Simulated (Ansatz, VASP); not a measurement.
## One calculation of SrB4, two programs

```
CELL_PARAMETERS angstrom
0.00000 3.68820 0.00000
3.68820 0.00000 0.00000
1.84410 1.84410 -4.46488
ATOMIC_POSITIONS crystal
Sr 0.00000 0.00000 0.00000
B 0.38000 0.38000 0.24000
B 0.62000 0.62000 0.76000
B 0.75000 0.25000 0.50000
B 0.25000 0.75000 0.50000
```

Alike in both runs: task single point; functional PBEsol; k mesh 10 × 10 × 10; no spin polarisation.

|  | VASP | Ansatz |
| --- | --- | --- |
| version | VASP 6.6.1 | Ansatz 0.2.0 |
| potentials or method | VASP PAW PBE potentials, release 64 (Sr_sv, B), cutoff 520 eV | PAW plane waves |
| occupations | fermi-dirac, width 0.1 eV | fermi-dirac |
| valence electrons in the cell | 22 | 22 |

|  | VASP | Ansatz | Ansatz less VASP |
| --- | --- | --- | --- |
| pressure (GPa) | -24.1 | -24.5 | -0.37 |
| traceless stress, the component that is largest in VASP (GPa) | -4.25 | -4.30 | -0.049 |
| rms of the force components (eV/Å) | 0.491 | 0.487 | -0.0039 |

VASP's potentials were made for PBE, not for PBEsol. Atom by atom the forces differ by 0.004 eV/Å (rms over components).
